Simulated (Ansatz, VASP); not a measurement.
# SrMgCl4 in VASP and in Ansatz

File INCAR:

```
SYSTEM = SrMgCl4
PREC = Accurate
ENCUT = 520
EDIFF = 1E-6
ISMEAR = 0
SIGMA = 0.1
LREAL = .FALSE.
LASPH = .TRUE.
NELM = 60
ALGO = Normal
ISIF = 2
LWAVE = .FALSE.
LCHARG = .FALSE.
GGA = PE
NBANDS = 52
```

The input KPOINTS:

```
regular mesh
0
G
  4 4 1
  0 0 0
```

Contents of POSCAR:

```
SrMgCl4
1.0
    4.7199178646      0.0000000000      0.0000000000
    0.0000000000      4.7199178646      0.0000000000
    0.0000000000      0.0000000000     13.6194540859
Sr Mg Cl
2 2 8
Direct
    0.5000000000      0.5000000000      0.2500000000
    0.5000000000      0.5000000000      0.7500000000
    0.0000000000      0.0000000000      0.5000000000
    0.0000000000      0.0000000000      0.0000000000
    0.5000000000      0.0000000000      0.1157345883
    0.5000000000      0.0000000000      0.6157345883
    0.0000000000      0.5000000000      0.3842654117
    0.0000000000      0.5000000000      0.8842654117
    0.5000000000      0.0000000000      0.3842654117
    0.5000000000      0.0000000000      0.8842654117
    0.0000000000      0.5000000000      0.1157345883
    0.0000000000      0.5000000000      0.6157345883
```

Input for Ansatz:

```yaml
crystal:
  lattice:
    - [4.7199178646, 0.0, 0.0]
    - [0.0, 4.7199178646, 0.0]
    - [0.0, 0.0, 13.6194540859]
  atoms:
    - { symbol: Sr, position: [0.5, 0.5, 0.25] }
    - { symbol: Sr, position: [0.5, 0.5, 0.75] }
    - { symbol: Mg, position: [0.0, 0.0, 0.5] }
    - { symbol: Mg, position: [0.0, 0.0, 0.0] }
    - { symbol: Cl, position: [0.5, 0.0, 0.1157345883] }
    - { symbol: Cl, position: [0.5, 0.0, 0.6157345883] }
    - { symbol: Cl, position: [0.0, 0.5, 0.3842654117] }
    - { symbol: Cl, position: [0.0, 0.5, 0.8842654117] }
    - { symbol: Cl, position: [0.5, 0.0, 0.3842654117] }
    - { symbol: Cl, position: [0.5, 0.0, 0.8842654117] }
    - { symbol: Cl, position: [0.0, 0.5, 0.1157345883] }
    - { symbol: Cl, position: [0.0, 0.5, 0.6157345883] }
basis:
  ecutwfc: 420
kpoints:
  mp_grid: { grid: [4, 4, 1] }
hamiltonian:
  xc: pbe
scf:
  occupations: { method: gaussian, width: 0.1 }
  lower_state_search: "off"
output:
  forces: true
  stress: true
  eigenvalues: true
```

Alike in both runs: task single point; functional PBE; k mesh 4 × 4 × 1; occupations gaussian, width 0.1 eV; no spin polarisation.

```csv
,VASP,Ansatz
version,VASP 6.6.1,Ansatz 0.2.0
potentials or method,"VASP PAW PBE potentials, release 64 (Sr_sv, Mg, Cl), cutoff 520 eV","scalar-relativistic, plane waves, PAW"
valence electrons in the cell,80,96
```

VASP gave:

```
gap on the k mesh at the Fermi level (eV)                     : 3.11
least direct gap on the mesh (eV)                             : 3.21
pressure (GPa)                                                : 0.0
traceless stress, the component that is largest in VASP (GPa) : 0.12
rms of the force components (eV/Å)                            : 0.009
```

What did Ansatz give for the same quantities?

gap on the k mesh at the Fermi level (eV): 3.14; least direct gap on the mesh (eV): 3.24; pressure (GPa): 0.1; traceless stress, the component that is largest in VASP (GPa): 0.11; rms of the force components (eV/Å): 0.001.

Atom by atom the forces differ by 0.010 eV/Å (rms over components). With one functional, cell and mesh, what is left measures potentials, basis and numerics. VASP's potentials hold 80 valence electrons a cell and Ansatz's 96, so a difference there can come from the potentials and not from the codes.

The k mesh is coarse, so the values compare programs but aren't converged.
